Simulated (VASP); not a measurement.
# BN in VASP: settings compared, part 3 of 3

VASP 6.6.1.

**5. Relaxation of cell and atoms, PBEsol-based global hybrid with 25 % exact exchange**

POSCAR reads:

```
BN
1.0
    0.0000000000      1.8130010000      1.8130010000
    1.8130010000      0.0000000000      1.8130010000
    1.8130010000      1.8130010000      0.0000000000
N B
1 1
Direct
    0.2500000000      0.2500000000      0.2500000000
    0.0000000000      0.0000000000      0.0000000000
```

INCAR.step1 reads:

```
PREC = Accurate ; ENCUT = 600
EDIFF = 1E-5 ; ISMEAR = -1
SIGMA = 0.05 ; LREAL = False
LASPH = True ; NELM = 60
ALGO = Normal ; LWAVE = True
LCHARG = False ; GGA = PE
NBANDS = 11
```

INCAR.step2 reads:

```
PREC = Accurate ; ENCUT = 600
EDIFF = 1E-7 ; ISMEAR = -1
SIGMA = 0.05 ; LREAL = False
LASPH = True ; NELM = 60
ALGO = Normal ; ISIF = 3
LWAVE = False ; LCHARG = False
GGA = PS ; LHFCALC = True
AEXX = 0.25 ; PRECFOCK = Normal
IBRION = 2 ; NSW = 60
EDIFFG = -0.01 ; ISTART = 1
```

KPOINTS reads:

```
Automatic mesh
0
Gamma
  7 7 7
```

Potentials or basis: VASP PAW PBE potentials, release 64 (N, B).

Command:

```bash
cat potpaw_PBE.64/N/POTCAR potpaw_PBE.64/B/POTCAR > POTCAR
cp INCAR.step1 INCAR
mpirun -np 1 vasp_std > vasp.out
cp INCAR.step2 INCAR
mpirun -np 1 vasp_std > vasp.out
```

OUTCAR:

```text
PREC = Accurate
   ENCUT = 600
   EDIFF = 1E-7
   ISMEAR = -1
   LREAL = False
   LASPH = True
   NELM = 60
   ISIF = 3
   GGA = PS
   LHFCALC = True
   AEXX = 0.25
   PRECFOCK = Normal
   IBRION = 2
   NSW = 60
   EDIFFG = -0.01
   ISTART = 1

 ion  position               nearest neighbor table
   1  0.250  0.250  0.250-   2 1.57   2 1.57   2 1.57   2 1.57
   2  0.000  0.000  0.000-   1 1.57   1 1.57   1 1.57   1 1.57

  LATTYP: Found a face centered cubic cell.
 ALAT       =     3.6260020000

  Lattice vectors:

 A1 = (   0.0000000000,   1.8130010000,   1.8130010000)
 A2 = (   1.8130010000,   0.0000000000,   1.8130010000)
 A3 = (   1.8130010000,   1.8130010000,   0.0000000000)

Analysis of symmetry for initial positions (statically):
=====================================================================
 Subroutine PRICEL returns:
 Original cell was already a primitive cell.

 Routine SETGRP: Setting up the symmetry group for a
 face centered cubic supercell.

 Subroutine GETGRP returns: Found 24 space group operations
 (whereof 24 operations were pure point group operations)
 out of a pool of 48 trial point group operations.

The static configuration has the point symmetry T_d .

Analysis of symmetry for dynamics (positions and initial velocities):
=====================================================================
 Subroutine PRICEL returns:
 Original cell was already a primitive cell.

 Routine SETGRP: Setting up the symmetry group for a
 face centered cubic supercell.

 Subroutine GETGRP returns: Found 24 space group operations
 (whereof 24 operations were pure point group operations)
 out of a pool of 48 trial point group operations.

The dynamic configuration has the point symmetry T_d .

 Subroutine INISYM returns: Found 24 space group operations
 (whereof 24 operations are pure point group operations),
 and found     1 'primitive' translations

----------------------------------------------------------------------------------------

[... 106 lines left out ...]
     AMIX     =   0.40;   BMIX     =  1.00
     AMIX_MAG =   1.60;   BMIX_MAG =  1.00
  volume/ion in A,a.u.               =       5.96        40.22
  Fermi-wavevector in a.u.,A,eV,Ry     =   1.433387  2.708709 27.954506  2.054598
  Thomas-Fermi vector in A             =   2.552911
   LORBIT       =      0    0 simple, 1 ext, 2 COOP (PROOUT), +10 PAW based schemes
   GGA     = PS    functional components
   LHFCALC =     T    Hartree Fock is set to
   PRECFOCK=normal    Normal, Fast or Accurate (Low or Medium for compatibility)
   ENCUT4O =  -1.0   cutoff for four orbital integrals eV
   NKREDX  =     1    reduce k-point grid by
   NKREDY  =     1    reduce k-point grid by
   NKREDZ  =     1    reduce k-point grid by
   AEXX    =    0.2500 exact exchange contribution
   HFSCREEN=    0.0000 screening length (either q_TF or 0.3 A-1)
   HFSCREENC=   0.0000 screening length for correlation (either q_TF or 0.3 A-1)
   ENCUTFOCK=  -1.0 apply spherical cutoff to Coloumb kernel
   IVDW    =     0    specifies the selected vdW correction
   LEPSILON=     F    determine dielectric tensor
   LRPA    =     F    only Hartree local field effects (RPA)
 conjugate gradient relaxation of ions
 non-spin polarized calculation
  energy-cutoff  :      600.00
  volume of cell :       11.92
 maximum number of plane-waves:       411
  NGX = 16; NGY = 16; NGZ = 16

--------------------------------------- Ionic step        1  -------------------------------------------

 number of electron       7.9999999 magnetization

 Free energy of the ion-electron system (eV)
  ---------------------------------------------------
  ext. energy  EPLUGINS =         0.00000000
  ---------------------------------------------------
  free energy    TOTEN  =       -21.93177303 eV

  energy without entropy =      -21.93177303  energy(sigma->0) =      -21.93177303

------------------------ aborting loop because EDIFF is reached ----------------------------------------

  FORCE on cell =-STRESS in cart. coord.  units (eV):
  Direction    XX          YY          ZZ          XY          YZ          ZX
  --------------------------------------------------------------------------------------
  -------------------------------------------------------------------------------------
  Total       -0.9697806     -0.9697806     -0.9697806     -0.0000000      0.0000000      0.0000000
  in kB     -130.3646777   -130.3646777   -130.3646777     -0.0000000      0.0000000      0.0000000
  external PRESSURE =    -130.3646777 kB  Pullay stress =       0.0000000 kB
[... 59 lines left out ...]
--------------------------------------- Ionic step        3  -------------------------------------------

 number of electron       7.9999998 magnetization

 Free energy of the ion-electron system (eV)
  ---------------------------------------------------
  ext. energy  EPLUGINS =         0.00000000
  ---------------------------------------------------
  free energy    TOTEN  =       -21.94812031 eV

  energy without entropy =      -21.94812031  energy(sigma->0) =      -21.94812031

 E-fermi :   7.4759     XC(G=0): -10.2985

 val. band max:        6.4032703131   @ k =   0.0000   0.0000   0.0000
 cond. band min:      13.1516339679   @ k =   0.4286   0.4286   0.0000
 fundamental gap:      6.7483636547
 Fermi energy:         7.4759162687

 k-point     1 :       0.0000    0.0000    0.0000
  band No.  band energies     occupation
      1     -16.0254      2.00000
      2       6.4033      2.00000
      3       6.4033      2.00000
      4       6.4033      2.00000
      5      17.8129      0.00000
      6      17.8129      0.00000
      7      17.8129      0.00000
      8      19.6900      0.00000
[... 236 lines left out ...]
  FREE ENERGIE OF THE ION-ELECTRON SYSTEM (eV)
  ---------------------------------------------------
  free  energy   TOTEN  =       -21.9481203116 eV

  energy  without entropy=      -21.9481203116  energy(sigma->0) =      -21.94812031

 reached required accuracy - stopping structural energy minimisation
```

OSZICAR.step1:

```text
N       E                     dE             d eps       ncg     rms          rms(c)
DAV:   1     0.177089943259E+02    0.17709E+02   -0.52682E+03   440   0.813E+02
DAV:   2    -0.176636708015E+02   -0.35373E+02   -0.34343E+02   518   0.189E+02
DAV:   3    -0.184047709430E+02   -0.74110E+00   -0.73942E+00   527   0.239E+01
DAV:   4    -0.184058024865E+02   -0.10315E-02   -0.10315E-02   485   0.979E-01
DAV:   5    -0.184058034765E+02   -0.98994E-06   -0.99000E-06   509   0.305E-02    0.663E+00
DAV:   6    -0.175362222454E+02    0.86958E+00   -0.29492E+00   500   0.104E+01    0.321E+00
DAV:   7    -0.174672842497E+02    0.68938E-01   -0.99974E-02   497   0.265E+00    0.189E+00
DAV:   8    -0.174532818013E+02    0.14002E-01   -0.35659E-02   499   0.138E+00    0.187E-01
DAV:   9    -0.174534542940E+02   -0.17249E-03   -0.97826E-04   473   0.265E-01    0.828E-02
DAV:  10    -0.174535434969E+02   -0.89203E-04   -0.12727E-04   481   0.102E-01    0.152E-02
DAV:  11    -0.174535487582E+02   -0.52613E-05   -0.90998E-06   486   0.253E-02
   1 F= -.17453549E+02 E0= -.17453549E+02  d E =-.360367E-10
```

Run time: 30 min. Hardware: 1 thread of AMD EPYC 7R13, shared host; peak memory 0.1 GiB.

Results:

```yaml
Free_energy: -21.9481 eV
Relaxed_volume: 5.76 Å³/atom
Relaxed_cell: a = 2.536 Å, b = 2.536 Å, c = 2.536 Å, α = 60.00°, β = 60.00°, γ = 60.00°
Space_group_after_relaxing_to_0.1_Å: F-43m (No. 216)
Energy_gained_by_relaxing: 8.2 meV/atom
Ionic_steps: 3
Pressure_after_relaxing: -0.1 GPa
Band_gap_on_the_k_mesh: 6.75 eV (least direct gap 11.41 eV)
```

Step by step:
| step | energy change (eV) | largest force (eV/Å) | pressure (GPa) | volume (Å³) |
| --- | --- | --- | --- | --- |
| 1 | 0.0000 | 0.0000 | -13.04 | 11.92 |
| 2 | 0.0051 | 0.0000 | 16.66 | 11.10 |
| 3 | -0.0163 | 0.0000 | -0.10 | 11.53 |

Final structure:
```
N B
1.0
     0.00000    1.79307    1.79307
     1.79307    0.00000    1.79307
     1.79307    1.79307    0.00000
N B
1 1
Cartesian
  0.8965 0.8965 0.8965
  0.0000 0.0000 0.0000
```

Levels at points of the mesh, in eV from the valence-band top:
```csv
k point,band 2,band 3,band 4,band 5,band 6,band 7
"(0.00, 0.00, 0.00)",0.00,0.00,0.00,11.41,11.41,11.41
```

Caveat: the k points lie up to 0.43 Å⁻¹ apart in the final cell; the PAW data sets were made with another functional, which shifts forces and pressure a little; an odd mesh through Γ misses points on the zone boundary, where band edges can lie.

**6. Relaxation of cell and atoms, LAK (6.32 Å³/atom)**

This run uses another cell than the first one, of 6.32 Å³/atom.

POSCAR reads:

```
BN
1.0
    0.0000000000      1.8485590667      1.8485590667
    1.8485590667      0.0000000000      1.8485590667
    1.8485590667      1.8485590667      0.0000000000
N B
1 1
Direct
    0.2500000000      0.2500000000      0.2500000000
    0.0000000000      0.0000000000      0.0000000000
```

INCAR.step1 reads:

```
METAGGA = LAK
ISMEAR = 0
SIGMA = 0.03
LWAVE = F
LCHARG = F
NSW = 80
PREC = Accurate
LASPH = T
LREAL = F
ALGO = Normal
EDIFF = 1E-6
NELM = 120
GGA_COMPAT = F
IBRION = 2
ISIF = 3
EDIFFG = -0.005
NELMIN = 4
ENCUT = 600
EFERMI = MIDGAP
LMIXTAU = T
POTIM = 0.5
```

INCAR.step3 reads:

```
METAGGA = LAK
ISMEAR = 0
SIGMA = 0.03
LWAVE = F
LCHARG = F
PREC = Accurate
LASPH = T
LREAL = F
ALGO = Normal
EDIFF = 1E-6
NELM = 120
GGA_COMPAT = F
ISIF = 2
ENCUT = 600
EFERMI = MIDGAP
LMIXTAU = T
```

KPOINTS reads:

```
Automatic mesh
0
Gamma
  8 8 8
  0 0 0
```

Potentials or basis: VASP PAW PBE potentials, release 64 (N, B).

Command:

```bash
cat potpaw_PBE.64/N/POTCAR potpaw_PBE.64/B/POTCAR > POTCAR
cp INCAR.step1 INCAR
cp POSCAR.step1 POSCAR
mpirun -np 1 vasp_std > vasp.out
cp CONTCAR POSCAR
mpirun -np 1 vasp_std > vasp.out
cp CONTCAR POSCAR
cp INCAR.step3 INCAR
mpirun -np 1 vasp_std > vasp.out
```

OUTCAR:

```text
METAGGA = LAK
   ISMEAR = 0
   PREC = Accurate
   LASPH = T
   LREAL = F
   EDIFF = 1E-6
   NELM = 120
   ISIF = 2
   ENCUT = 600
   EFERMI = MIDGAP

 Found     29 irreducible k-points:

 Following reciprocal coordinates:
            Coordinates               Weight
  0.000000  0.000000  0.000000      1.000000
  0.125000  0.000000  0.000000      8.000000
  0.250000  0.000000  0.000000      8.000000
  0.375000  0.000000  0.000000      8.000000
  0.500000  0.000000  0.000000      4.000000
[... 148 lines left out ...]
------------------------ aborting loop because EDIFF is reached ----------------------------------------

  FORCE on cell =-STRESS in cart. coord.  units (eV):
  Direction    XX          YY          ZZ          XY          YZ          ZX
  --------------------------------------------------------------------------------------
  -------------------------------------------------------------------------------------
  Total       -0.0048502     -0.0048502     -0.0048502      0.0000000      0.0000000      0.0000000
  in kB       -0.6511711     -0.6511711     -0.6511711      0.0000000      0.0000000      0.0000000
  external PRESSURE =      -0.6511711 kB  Pullay stress =       0.0000000 kB

 VOLUME and BASIS-vectors are now :
 -----------------------------------------------------------------------------
  energy-cutoff  :      600.00
  volume of cell :       11.93
      direct lattice vectors                 reciprocal lattice vectors
     0.000000000  1.813770705  1.813770705    -0.275668803  0.275668803  0.275668803
     1.813770705  0.000000000  1.813770705     0.275668803 -0.275668803  0.275668803
     1.813770705  1.813770705  0.000000000     0.275668803  0.275668803 -0.275668803

 POSITION                                       TOTAL-FORCE (eV/Angst)
 -----------------------------------------------------------------------------------
      0.90689      0.90689      0.90689        -0.000000     -0.000000     -0.000000
      0.00000      0.00000      0.00000         0.000000      0.000000      0.000000
 -----------------------------------------------------------------------------------
    total drift:                                0.000000      0.000000      0.000000

  FREE ENERGIE OF THE ION-ELECTRON SYSTEM (eV)
  ---------------------------------------------------
  free  energy   TOTEN  =       -17.9136370329 eV

  energy  without entropy=      -17.9136370329  energy(sigma->0) =      -17.91363703
```

OUTCAR.step1:

```text
METAGGA = LAK
   ISMEAR = 0
   NSW = 80
   PREC = Accurate
   LASPH = T
   LREAL = F
   EDIFF = 1E-6
   NELM = 120
[... 437 lines left out ...]
  -------------------------------------------------------------------------------------
  Total        0.0000505      0.0000505      0.0000505      0.0000000      0.0000000     -0.0000000
  in kB        0.0067787      0.0067787      0.0067787      0.0000000      0.0000000     -0.0000000
  external PRESSURE =       0.0067787 kB  Pullay stress =       0.0000000 kB
[... 17 lines left out ...]
  FREE ENERGIE OF THE ION-ELECTRON SYSTEM (eV)
  ---------------------------------------------------
  free  energy   TOTEN  =       -17.9149562749 eV

  energy  without entropy=      -17.9149562749  energy(sigma->0) =      -17.91495627

 reached required accuracy - stopping structural energy minimisation
```

OUTCAR.step2:

```text
METAGGA = LAK
   ISMEAR = 0
   NSW = 80
   PREC = Accurate
   LASPH = T
   LREAL = F
   EDIFF = 1E-6
[... 188 lines left out ...]
      0.90689      0.90689      0.90689        -0.000000     -0.000000     -0.000000
      0.00000      0.00000      0.00000         0.000000      0.000000      0.000000
 -----------------------------------------------------------------------------------
    total drift:                                0.000000      0.000000      0.000000

  FREE ENERGIE OF THE ION-ELECTRON SYSTEM (eV)
  ---------------------------------------------------
  free  energy   TOTEN  =       -17.9136370329 eV

  energy  without entropy=      -17.9136370329  energy(sigma->0) =      -17.91363703

 reached required accuracy - stopping structural energy minimisation
```

It took 1.7 min on 1 thread of Intel Xeon Platinum 8488C (Sapphire Rapids), shared host; peak memory 0.13 GiB.

What came out:

```yaml
Free_energy: -17.9136 eV
Relaxed_volume: 5.97 Å³/atom
Relaxed_cell: a = 2.565 Å, b = 2.565 Å, c = 2.565 Å, α = 60.00°, β = 60.00°, γ = 60.00°
Space_group_after_relaxing_to_0.1_Å: F-43m (No. 216)
Energy_gained_by_relaxing: 21.9 meV/atom
Ionic_steps: 7
Pressure_after_relaxing: -0.1 GPa
Band_gap_on_the_k_mesh: 5.48 eV (least direct gap 9.71 eV)
```

Step by step:
```
step  energy change (eV)  largest force (eV/Å)  pressure (GPa)  volume (Å³)
   1              0.0000                0.0000          -19.71        12.63
   2              0.0039                0.0000           24.57        11.27
   3             -0.0451                0.0000           -0.19        11.94
   4             -0.0451                0.0000            0.25        11.93
   5             -0.0451                0.0000           -0.21        11.94
   6             -0.0451                0.0000            0.00        11.93
   7             -0.0437                0.0000           -0.07        11.93
```

Final structure:
```yaml
crystal:
  lattice:
    - [0.00000, 1.81377, 1.81377]
    - [1.81377, 0.00000, 1.81377]
    - [1.81377, 1.81377, 0.00000]
  atoms:
    - { symbol: N, position: [0.25000, 0.25000, 0.25000] }
    - { symbol: B, position: [0.00000, 0.00000, 0.00000] }
```

Caveat: the PAW data sets were made with another functional, which shifts forces and pressure a little.

**7. The runs side by side**

```csv
task,level,cell,k mesh,cutoff (eV),smearing,dipole correction,grid for exact exchange (PRECFOCK),share of exact exchange,tolerance level,purpose,gap on the mesh (eV),pressure (GPa),relaxed volume (Å³/atom)
single point,PBE,"a = 2.564 Å, angles 60.0°, 2 atoms, atomic positions A",11 × 11 × 11,450,gaussian 0.02 eV,-,-,-,-,-,4.20,-,-
single point,PBE+D3(BJ),"a = 2.564 Å, angles 60.0°, 2 atoms, atomic positions B",13 × 13 × 13,600,gaussian 0.01 eV,no,-,-,-,-,4.52,-6.0,-
single point,PBEsol-based global hybrid with 25 % exact exchange,"a = 2.534 Å, angles 60.0°, 2 atoms, atomic positions B",7 × 7 × 7,520,fermi-dirac 0.05 eV,no,Normal,0.25,-,-,6.75,0.7,-
relaxation of cell and atoms,PBEsol-based global hybrid with 25 % exact exchange,"relaxed from a = 2.564 Å, angles 60.0°, 2 atoms, atomic positions B",7 × 7 × 7,600,fermi-dirac 0.05 eV,no,Normal,0.25,-,-,6.75,-0.1,5.76
relaxation of cell and atoms,LAK,"relaxed from a = 2.614 Å, angles 60.0°, 2 atoms, atomic positions B",8 × 8 × 8,600,gaussian 0.03 eV,-,-,-,tight,cell,5.48,-0.1,5.97
```

Alike in all rows: potentials or basis VASP PAW PBE potentials, release 64 (N, B); no spin polarisation.

Caveats: some runs use coarse meshes; an odd mesh through Γ misses points on the zone boundary, where band edges can lie (at least some runs); the PAW data sets were made with another functional, which shifts forces and pressure a little (at least some runs); the cutoff is under 1.25 times the usual one of these potentials, so pressure, stress and relaxed cells hold a basis-set (Pulay) error (at least some runs); three body term missing (at least some runs); the cell stands under tension (at least some runs).

Total energies depend on the potentials used, so only differences within one code and one set of settings carry meaning.
